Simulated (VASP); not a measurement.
# PbO in VASP: notebook

The runs below take PbO through single point, with PBE.

Everything below comes from runs of VASP 6.6.1. Logs are shortened: lines on timing, memory, paths and dates and some standing lists are left out, and cuts for length are marked.

**1. The cell of the first run**

The structure is hexagonal, space group P6_3mc (No. 186). Conventional cell: a = 4.278 Å, b = 4.278 Å, c = 6.202 Å, α = 90.00°, β = 90.00°, γ = 120.00°. Pb (site symmetry 3m) has 4 O at 2.39 to 2.57 Å within 3.2 Å. O (site symmetry 3m) has 4 Pb at 2.39 to 2.57 Å within 3.2 Å.

**2. Single point, PBE (24.58 Å³/atom)**

INCAR

```
PREC     = Accurate       # precision mode
ENCUT    = 520            # plane-wave cutoff, eV
EDIFF    = 1E-7           # SCF threshold, eV
ISMEAR   = 0              # smearing method
SIGMA    = 0.05           # smearing width, eV
LREAL    = False          # projectors in reciprocal space
LASPH    = True           # aspherical terms in the spheres
NELM     = 80             # most SCF steps
ALGO     = Normal         # electronic algorithm
ISIF     = 2              # what is computed and relaxed
LWAVE    = False          # write WAVECAR
LCHARG   = True           # write CHGCAR
GGA      = PE             # functional
LELF     = True           # ELF
LVHAR    = True         
NBANDS   = 28             # bands
```

KPOINTS

```
Automatic mesh
0
Gamma
  10 10 6
```

POSCAR

```
PbO
1.0
    4.2782364301      0.0000000000      0.0000000000
   -2.1391182150      3.7050614319      0.0000000000
    0.0000000000      0.0000000000      6.2017972223
Pb O
2 2
Direct
    0.6666666667      0.3333333333      0.0051325605
    0.3333333333      0.6666666667      0.5051325605
    0.6666666667      0.3333333333      0.6200674395
    0.3333333333      0.6666666667      0.1200674395
```

Potentials or basis: VASP PAW PBE potentials, release 64 (Pb_d, O).

Launch:

```sh
$ cat potpaw_PBE.64/Pb_d/POTCAR potpaw_PBE.64/O/POTCAR > POTCAR
$ mpirun -np 1 vasp_std > vasp.out
```

OUTCAR:

```text
PREC = Accurate
   ENCUT = 520
   EDIFF = 1E-7
   ISMEAR = 0
   LREAL = False
   LASPH = True
   NELM = 80
   ISIF = 2
   GGA = PE

 ion  position               nearest neighbor table
   1  0.667  0.333  0.005-   3 2.39   4 2.57   4 2.57   4 2.57   2 3.96   2 3.96   2 3.96   2 3.96
                             2 3.96   2 3.96
   2  0.333  0.667  0.505-   4 2.39   3 2.57   3 2.57   3 2.57   1 3.96   1 3.96   1 3.96   1 3.96
                             1 3.96   1 3.96
   3  0.667  0.333  0.620-   1 2.39   2 2.57   2 2.57   2 2.57
   4  0.333  0.667  0.120-   2 2.39   1 2.57   1 2.57   1 2.57

  LATTYP: Found a hexagonal cell.
 ALAT       =     4.2782364301
 C/A-ratio  =     1.4496153552

  Lattice vectors:

 A1 = (   4.2782364301,   0.0000000000,   0.0000000000)
 A2 = (  -2.1391182150,   3.7050614319,   0.0000000000)
 A3 = (   0.0000000000,   0.0000000000,   6.2017972223)

Analysis of symmetry for initial positions (statically):
=====================================================================
 Subroutine PRICEL returns:
 Original cell was already a primitive cell.

 Routine SETGRP: Setting up the symmetry group for a
 hexagonal supercell.

 Subroutine GETGRP returns: Found 12 space group operations
 (whereof  6 operations were pure point group operations)
 out of a pool of 24 trial point group operations.

The static configuration has the point symmetry C_3v.
 The point group associated with its full space group is C_6v.

Analysis of symmetry for dynamics (positions and initial velocities):
=====================================================================
 Subroutine PRICEL returns:
 Original cell was already a primitive cell.

 Routine SETGRP: Setting up the symmetry group for a
 hexagonal supercell.

 Subroutine GETGRP returns: Found 12 space group operations
 (whereof  6 operations were pure point group operations)
 out of a pool of 24 trial point group operations.

The dynamic configuration has the point symmetry C_3v.
 The point group associated with its full space group is C_6v.

 Subroutine INISYM returns: Found 12 space group operations
 (whereof  6 operations are pure point group operations),
 and found     1 'primitive' translations

----------------------------------------------------------------------------------------

                                     Primitive cell

  volume of cell :      98.3055

  direct lattice vectors                    reciprocal lattice vectors
     4.278236430  0.000000000  0.000000000     0.233741173  0.134950529  0.000000000
    -2.139118215  3.705061432  0.000000000     0.000000000  0.269901058  0.000000000
     0.000000000  0.000000000  6.201797222     0.000000000  0.000000000  0.161243582

  length of vectors
     4.278236430  4.278236430  6.201797222     0.269901058  0.269901058  0.161243582

  position of ions in fractional coordinates (direct lattice)
     0.666666667  0.333333333  0.005132561
     0.333333333  0.666666667  0.505132561
     0.666666667  0.333333333  0.620067439
     0.333333333  0.666666667  0.120067439

  ion indices of the primitive-cell ions
   primitive index   ion index
                 1           1
                 2           2
                 3           3
                 4           4

----------------------------------------------------------------------------------------

 KPOINTS: Automatic mesh

Automatic generation of k-mesh.
 Grid dimensions read from file:
 generate k-points for:   10   10    6

 Generating k-lattice:

  Cartesian coordinates                     Fractional coordinates (reciprocal lattice)
     0.023374117  0.013495053  0.000000000     0.100000000  0.000000000  0.000000000
     0.000000000  0.026990106  0.000000000     0.000000000  0.100000000  0.000000000
     0.000000000  0.000000000  0.026873930     0.000000000  0.000000000  0.166666667

  Length of vectors
     0.026990106  0.026990106  0.026873930

  Shift w.r.t. Gamma in fractional coordinates (k-lattice)
     0.000000000  0.000000000  0.000000000

 Subroutine IBZKPT returns following result:
 ===========================================

 Found     56 irreducible k-points:

 Following reciprocal coordinates:
            Coordinates               Weight
  0.000000  0.000000  0.000000      1.000000
  0.100000  0.000000  0.000000      6.000000
  0.200000  0.000000  0.000000      6.000000
  0.300000  0.000000  0.000000      6.000000
  0.400000  0.000000  0.000000      6.000000
  0.500000  0.000000  0.000000      3.000000
[... 16 lines left out ...]
  0.300000  0.100000  0.166667     24.000000
  0.400000  0.100000  0.166667     24.000000
 [... further k-points ...]
   k-points           NKPTS =     56   k-points in BZ     NKDIM =     56   number of bands    NBANDS=     28
   number of dos      NEDOS =    301   number of ions     NIONS =      4
   total plane-waves  NPLWV =  49152
   dimension x,y,z NGX =    32 NGY =   32 NGZ =   48
   dimension x,y,z NGXF=    64 NGYF=   64 NGZF=   96
   ions per type =               2   2
   NGX,Y,Z   is equivalent  to a cutoff of  12.43, 12.43, 12.87 a.u.
   NGXF,Y,Z  is equivalent  to a cutoff of  24.87, 24.87, 25.73 a.u.
 SYSTEM =  unknown system
   PREC   = accura    normal or accurate (medium, high low for compatibility)
   ISTART =      0    job   : 0-new  1-cont  2-samecut
   ICHARG =      2    charge: 1-file 2-atom 10-const
   ISPIN  =      1    spin polarized calculation?
   LNONCOLLINEAR =      F non collinear calculations
   LSORBIT =      F    spin-orbit coupling
   LASPH  =      T    aspherical Exc in radial PAW
   ENCUT  =  520.0 eV  38.22 Ry    6.18 a.u.   7.95  7.95 11.53*2*pi/ulx,y,z
   NELM   =     80;   NELMIN=  2; NELMDL= -5     # of ELM steps
   EDIFF  = 0.1E-06   stopping-criterion for ELM
   LREAL  =      F    real-space projection
   EDIFFG = 0.1E-05   stopping-criterion for IOM
   NSW    =      0    number of steps for IOM
   IBRION =     -1    ionic relax: 0-MD 1-quasi-New 2-CG
   NFREE  =      0    steps in history (QN), initial steepest desc. (CG)
   ISIF   =      2    stress and relaxation
   ISYM   =      2    0-nonsym 1-usesym 2-fastsym
   POTIM  = 0.5000    time-step for ionic-motion
   TEBEG  =    0.0;   TEEND  =   0.0 temperature during run
   PSTRESS=    0.0 pullay stress
   NELECT =      40.0000    total number of electrons
   NUPDOWN=      -1.0000    fix difference up-down
   EMIN   =  10.00;   EMAX   =-10.00  energy-range for DOS
   EFERMI =   0.00;   METHOD = LEGACY
   ISMEAR =     0;   SIGMA  =   0.05  broadening in eV -4-tet -1-fermi 0-gaus
   EFERMI_NEDOS =   21; number of points for ismear=-14 and -15
   IALGO  =     38    algorithm
   IMIX   =      4    mixing-type and parameters
     AMIX     =   0.40;   BMIX     =  1.00
     AMIX_MAG =   1.60;   BMIX_MAG =  1.00
  volume/ion in A,a.u.               =      24.58       165.85
  Fermi-wavevector in a.u.,A,eV,Ry     =   1.213116  2.292456 20.023012  1.471650
  Thomas-Fermi vector in A             =   2.348578
   LORBIT       =      0    0 simple, 1 ext, 2 COOP (PROOUT), +10 PAW based schemes
   GGA     = PE    functional components
   LHFCALC =     F    Hartree Fock is set to
   AEXX    =    0.0000 exact exchange contribution
   IVDW    =     0    specifies the selected vdW correction
   LEPSILON=     F    determine dielectric tensor
   LRPA    =     F    only Hartree local field effects (RPA)
 non-spin polarized calculation
 Gauss-broadening in eV      SIGMA  =   0.05
  energy-cutoff  :      520.00
  volume of cell :       98.31
 maximum number of plane-waves:      2665
 NGX is ok and might be reduce to    32
   NGX = 15   NGY = 15   NGZ = 23

 number of electron      39.9999996 magnetization

 Free energy of the ion-electron system (eV)
  ---------------------------------------------------
  ext. energy  EPLUGINS =         0.00000000
  ---------------------------------------------------
  free energy    TOTEN  =       -20.76566677 eV

  energy without entropy =      -20.76566677  energy(sigma->0) =      -20.76566677

 E-fermi :   3.5539     XC(G=0):  -8.7821

 val. band max:        3.2694297849   @ k =   0.3000   0.3000   0.0000
 cond. band min:       5.2099293528   @ k =   0.5000   0.0000   0.3333
 fundamental gap:      1.9404995679
 Fermi energy:         3.5539031737

 k-point     1 :       0.0000    0.0000    0.0000
  band No.  band energies     occupation
      1     -13.8079      2.00000
      2     -13.5108      2.00000
      3     -12.7783      2.00000
      4     -12.7783      2.00000
      5     -12.7709      2.00000
      6     -12.7709      2.00000
[... 20 lines left out ...]
     27      10.5142      0.00000
     28      12.9565      0.00000

 k-point     2 :       0.1000    0.0000    0.0000
  band No.  band energies     occupation
      1     -13.8079      2.00000
      2     -13.5346      2.00000
      3     -12.7752      2.00000
      4     -12.7682      2.00000
      5     -12.7663      2.00000
      6     -12.7610      2.00000
[... 20 lines left out ...]
     27      11.2676      0.00000
     28      13.1042      0.00000

 k-point     3 :       0.2000    0.0000    0.0000
  band No.  band energies     occupation
      1     -13.8073      2.00000
      2     -13.5899      2.00000
      3     -12.7697      2.00000
      4     -12.7613      2.00000
      5     -12.7561      2.00000
      6     -12.7549      2.00000
[... 20 lines left out ...]
     27      11.9518      0.00000
     28      13.0690      0.00000

 k-point     4 :       0.3000    0.0000    0.0000
  band No.  band energies     occupation
      1     -13.8046      2.00000
      2     -13.6507      2.00000
      3     -12.7710      2.00000
      4     -12.7615      2.00000
      5     -12.7478      2.00000
      6     -12.7459      2.00000
[... 20 lines left out ...]
     27      11.6421      0.00000
     28      13.0669      0.00000

 k-point     5 :       0.4000    0.0000    0.0000
  band No.  band energies     occupation
      1     -13.7981      2.00000
      2     -13.6995      2.00000
      3     -12.7744      2.00000
      4     -12.7640      2.00000
      5     -12.7393      2.00000
      6     -12.7360      2.00000
[... 20 lines left out ...]
     27      11.4430      0.00000
     28      12.6034      0.00000

 k-point     6 :       0.5000    0.0000    0.0000
  band No.  band energies     occupation
      1     -13.7928      2.00000
      2     -13.7201      2.00000
      3     -12.7758      2.00000
      4     -12.7651      2.00000
      5     -12.7338      2.00000
      6     -12.7320      2.00000
[... 463 lines left out ...]
      5     -12.7633      2.00000
      6     -12.7618      2.00000
[... 20 lines left out ...]
     27      11.9568      0.00000
     28      12.7846      0.00000

 k-point    22 :       0.2000    0.1000    0.1667
  band No.  band energies     occupation
      1     -13.7913      2.00000
      2     -13.6378      2.00000
      3     -12.7706      2.00000
      4     -12.7640      2.00000
      5     -12.7570      2.00000
      6     -12.7510      2.00000
[... 20 lines left out ...]
     27      11.8134      0.00000
     28      12.6493      0.00000

 k-point    23 :       0.3000    0.1000    0.1667
  band No.  band energies     occupation
      1     -13.7887      2.00000
      2     -13.6863      2.00000
      3     -12.7725      2.00000
      4     -12.7624      2.00000
      5     -12.7508      2.00000
      6     -12.7395      2.00000
[... 20 lines left out ...]
     27      11.3388      0.00000
     28      12.8958      0.00000

 k-point    24 :       0.4000    0.1000    0.1667
  band No.  band energies     occupation
      1     -13.7827      2.00000
      2     -13.7190      2.00000
      3     -12.7749      2.00000
      4     -12.7619      2.00000
      5     -12.7465      2.00000
      6     -12.7334      2.00000
[... 20 lines left out ...]
     27      11.1179      0.00000
     28      12.8528      0.00000

 [... further k-points ...]

------------------------ aborting loop because EDIFF is reached ----------------------------------------

  FORCE on cell =-STRESS in cart. coord.  units (eV):
  Direction    XX          YY          ZZ          XY          YZ          ZX
  --------------------------------------------------------------------------------------
  -------------------------------------------------------------------------------------
  Total       -2.7377548     -2.7377548     -2.6337372     -0.0000000      0.0000000      0.0000000
  in kB      -44.6197742    -44.6197742    -42.9245016     -0.0000000      0.0000000      0.0000000
  external PRESSURE =     -44.0546833 kB  Pullay stress =       0.0000000 kB

 VOLUME and BASIS-vectors are now :
 -----------------------------------------------------------------------------
  energy-cutoff  :      520.00
  volume of cell :       98.31
      direct lattice vectors                 reciprocal lattice vectors
     4.278236430  0.000000000  0.000000000     0.233741173  0.134950529  0.000000000
    -2.139118215  3.705061432  0.000000000     0.000000000  0.269901058  0.000000000
     0.000000000  0.000000000  6.201797222     0.000000000  0.000000000  0.161243582

 POSITION                                       TOTAL-FORCE (eV/Angst)
 -----------------------------------------------------------------------------------
      2.13912      1.23502      0.03183        -0.000000      0.000000      0.003647
     -0.00000      2.47004      3.13273         0.000000     -0.000000      0.003647
      2.13912      1.23502      3.84553         0.000000      0.000000     -0.003647
     -0.00000      2.47004      0.74463        -0.000000     -0.000000     -0.003647
 -----------------------------------------------------------------------------------
    total drift:                                0.000000      0.000000      0.000549

  FREE ENERGIE OF THE ION-ELECTRON SYSTEM (eV)
  ---------------------------------------------------
  free  energy   TOTEN  =       -20.7656667684 eV

  energy  without entropy=      -20.7656667684  energy(sigma->0) =      -20.76566677
```

It took 58 s on 1 thread of Intel Xeon 6975P-C (Granite Rapids), shared host; peak memory 0.29 GiB.

What came out:

- Free energy: -20.7657 eV
- Pressure: -4.4 GPa
- Largest force: 0.004 eV/Å
- Band gap on the k mesh: 1.94 eV (least direct gap 2.40 eV)

Forces in eV/Å, atoms in the order of the input:
```
Pb   0.000  0.000  0.004
Pb   0.000  0.000  0.004
O    0.000  0.000 -0.004
O    0.000  0.000 -0.004
```

Stress tensor (GPa, compression positive):
```
-4.46  0.00  0.00
 0.00 -4.46  0.00
 0.00  0.00 -4.29
```

Levels at points of the mesh, in eV from the valence-band top:
| k point | band 17 | band 18 | band 19 | band 20 | band 21 | band 22 | band 23 | band 24 |
| --- | --- | --- | --- | --- | --- | --- | --- | --- |
| (0.00, 0.00, 0.00) | -2.22 | -1.71 | -1.64 | -1.64 | 3.32 | 4.59 | 4.59 | 5.18 |
| (0.50, 0.00, 0.00) | -2.47 | -1.96 | -0.81 | -0.39 | 2.17 | 2.88 | 4.46 | 5.31 |
| (0.00, 0.00, 0.50) | -1.93 | -1.93 | -1.48 | -1.48 | 3.37 | 3.37 | 4.79 | 4.79 |
| (0.50, 0.00, 0.50) | -2.35 | -2.35 | -0.75 | -0.75 | 1.98 | 1.98 | 4.79 | 4.79 |

Caveat: the cell stands under tension; spin-orbit coupling is left out, which moves the levels of the heavy elements.

(Part 1 of 2 ends here.)
